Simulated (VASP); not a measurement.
Set up this calculation in VASP 6.6.1, as the native input.

```
Task                   : relaxation of the atoms
Functional             : PBE
Potentials or basis    : VASP PAW PBE potentials, release 64 (Te)
Cutoff                 : 520 eV
k mesh                 : 6 × 6 × 4
Occupations            : fermi-dirac, width 0.05 eV
Spin                   : no spin polarisation
Dipole correction      : no
Further INCAR settings : ALGO = Normal; EDIFF = 1e-06; IBRION = 2; EDIFFG = -0.01; NSW = 60
```

The structure of Te lies in POSCAR:

```
Te
1.0
    4.4540000000      0.0000000000      0.0000000000
   -2.2270000000      3.8572771485      0.0000000000
    0.0000000000      0.0000000000      5.9240000000
Te
3
Direct
    0.7310000000      0.7310000000      0.0000000000
    0.0000000000      0.2690000000      0.6666666667
    0.2690000000      0.0000000000      0.3333333333
```

The input as run:

INCAR

```
SYSTEM = Te
  ALGO = Normal
  EDIFF = 1E-6
  EDIFFG = -0.01
  ENCUT = 520
  GGA = PE
  IBRION = 2
  ISIF = 2
  ISMEAR = -1
  LASPH = .TRUE.
  LCHARG = .FALSE.
  LREAL = .FALSE.
  LWAVE = .FALSE.
  NELM = 100
  NSW = 60
  PREC = Accurate
  SIGMA = 0.05
```

KPOINTS

```
k-points
0
G
  6 6 4
  0 0 0
```

Potentials or basis: VASP PAW PBE potentials, release 64 (Te).

Run with:

```console
$ cat potpaw_PBE.64/Te/POTCAR > POTCAR
$ mpirun -np 1 vasp_std > vasp.out
```

It gave:

| Property | Result |
| --- | --- |
| Energy gained by relaxing | 1.8 meV/atom |
| Ionic steps | 3 |
| Pressure after relaxing | 0.9 GPa |
| Largest force after relaxing | 0.009 eV/Å |
| Band gap on the k mesh | 0.17 eV |

Caveat: semilocal functionals underestimate gaps, and a narrow one can read as zero; spin-orbit coupling is left out, which moves the levels of the heavy elements.

It took 50 s on 1 thread of Intel(R) Xeon(R) Platinum 8124M CPU @ 3.00GHz (Skylake/Cascade Lake), with other jobs on the host, peak memory 0.24 GiB.
